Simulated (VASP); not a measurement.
A run of VASP 6.6.1 is set up as follows.

Contents of POSCAR:

```
In
1.0
   -1.6297352700      1.6297352700      2.4928993500
    1.6297352700     -1.6297352700      2.4928993500
    1.6297352700      1.6297352700     -2.4928993500
In
1
Direct
    0.0000000000      0.0000000000      0.0000000000
```

File INCAR.step1:

```
SYSTEM = In
PREC = Accurate ; ENCUT = 600
ISMEAR = 0 ; SIGMA = 0.1
LREAL = .FALSE. ; LASPH = .TRUE.
NELM = 80 ; GGA = PE
ALGO = Normal ; EDIFF = 1E-4
LWAVE = .TRUE. ; LCHARG = .FALSE.
```

INCAR.step2

```
SYSTEM = In
PREC = Accurate ; ENCUT = 600
EDIFF = 1E-6 ; ISMEAR = 0
SIGMA = 0.1 ; LREAL = .FALSE.
LASPH = .TRUE. ; NELM = 80
ALGO = Normal ; ISIF = 3
LWAVE = .FALSE. ; LCHARG = .FALSE.
METAGGA = R2SCAN ; LMIXTAU = .TRUE.
IBRION = 2 ; NSW = 100
EDIFFG = -0.005 ; ISTART = 1
```

File KPOINTS:

```
Automatic mesh
0
G
  18 18 18
  0 0 0
```

Potentials or basis: VASP PAW PBE potentials, release 64 (In_d).

Launch:

```sh
$ cat potpaw_PBE.64/In_d/POTCAR > POTCAR
$ cp INCAR.step1 INCAR
$ mpirun -np 1 vasp_std > vasp.out
$ cp INCAR.step2 INCAR
$ mpirun -np 1 vasp_std > vasp.out
```

(1) What does it give for the band gap on the k mesh?

(2) Estimate the relaxed cell.

Answers

(1) zero (an odd number of electrons rules out a gap without spin polarisation).

(2) a = 3.403 Å, b = 3.403 Å, c = 3.403 Å, α = 123.46°, β = 123.46°, γ = 84.10°.

Caveat: spin-orbit coupling is left out, which moves the levels of the heavy elements.
